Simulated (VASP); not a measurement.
A run of VASP 6.6.1 is set up as follows.

File INCAR:

```
SYSTEM = Ti2C
PREC     = Accurate       ! precision mode
ENCUT    = 520            ! plane-wave cutoff, eV
EDIFF    = 1E-7           ! SCF threshold, eV
ISMEAR   = 0              ! smearing method
SIGMA    = 0.1            ! smearing width, eV
LREAL    = .FALSE.        ! projectors in reciprocal space
LASPH    = .TRUE.         ! aspherical terms in the spheres
NELM     = 60             ! most SCF steps
ALGO     = Normal         ! electronic algorithm
ISIF     = 2              ! what is computed and relaxed
LWAVE    = .FALSE.        ! write WAVECAR
LCHARG   = .FALSE.        ! write CHGCAR
NBANDS   = 21             ! bands
```

The input KPOINTS:

```
regular mesh
0
G
  18 18 18
  0 0 0
```

Contents of POSCAR:

```
Ti2C
1.0
    1.5417572175      0.8901339445      4.8273270015
   -1.5417572175      0.8901339445      4.8273270015
    0.0000000000     -1.7802678891      4.8273270015
Ti C
2 1
Direct
    0.2453083651      0.2453083651      0.2453083651
    0.7546916349      0.7546916349      0.7546916349
    0.5000000000      0.5000000000      0.5000000000
```

Potentials or basis: VASP PAW LDA potentials, release 64 (Ti_sv, C).

The run is started by

```bash
$ cat potpaw_LDA.64/Ti_sv/POTCAR potpaw_LDA.64/C/POTCAR > POTCAR
$ mpirun -np 1 vasp_std > vasp.out
```

What does it give for the pressure?

-9.3 GPa.

Predict the band gap on the k mesh.

zero (bands 14 and 15 overlap by 0.94 eV).

Predict the largest force.

0.341 eV/Å.

Forces on the atoms (eV/Å):
```
Ti   0.000  0.000 -0.341
Ti   0.000  0.000  0.341
C    0.000  0.000  0.000
```

Caveat: the cell stands under tension.
